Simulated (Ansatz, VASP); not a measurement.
# Zr2NbN3: VASP beside Ansatz

```xyz
6
Lattice="3.1544 0.0000 0.0000 0.0000 3.1544 0.0000 0.0000 0.0000 9.0385" Properties=species:S:1:pos:R:3 pbc="T T T"
Zr    1.5772    1.5772    6.4342
Zr    1.5772    1.5772    2.6043
Nb    0.0000    0.0000    0.0000
N     0.0000    0.0000    6.9764
N     0.0000    0.0000    2.0621
N     1.5772    1.5772    4.5192
```

Change from the starting cell: species swapped into the Er2Mg3Ru type (P4/mmm, No. 123).

Alike in both runs: task relaxation of cell and atoms; functional PBE; k mesh 12 × 12 × 4; occupations gaussian, width 0.1 eV; no spin polarisation.

|  | VASP | Ansatz |
| --- | --- | --- |
| version | VASP 6.6.1 | Ansatz 0.2.0 |
| potentials or method | VASP PAW PBE potentials, release 64 (Zr_sv, Nb_sv, N), cutoff 600 eV | scalar-relativistic, plane waves, PAW |
| valence electrons in the cell | 52 | 52 |

VASP gave:

- gap on the k mesh at the Fermi level, each at its own relaxed structure (eV): none
- relaxed volume (Å³/atom): 14.98
- relaxed length of the cell vector where the two differ most in proportion (Å): 9.043

Problem. Estimate Ansatz's values.

Solution. gap on the k mesh at the Fermi level, each at its own relaxed structure (eV): none; relaxed volume (Å³/atom): 14.98; relaxed length of the cell vector where the two differ most in proportion (Å): 9.044.

A gap of «none» marks a metal or a gap that the smearing closes.
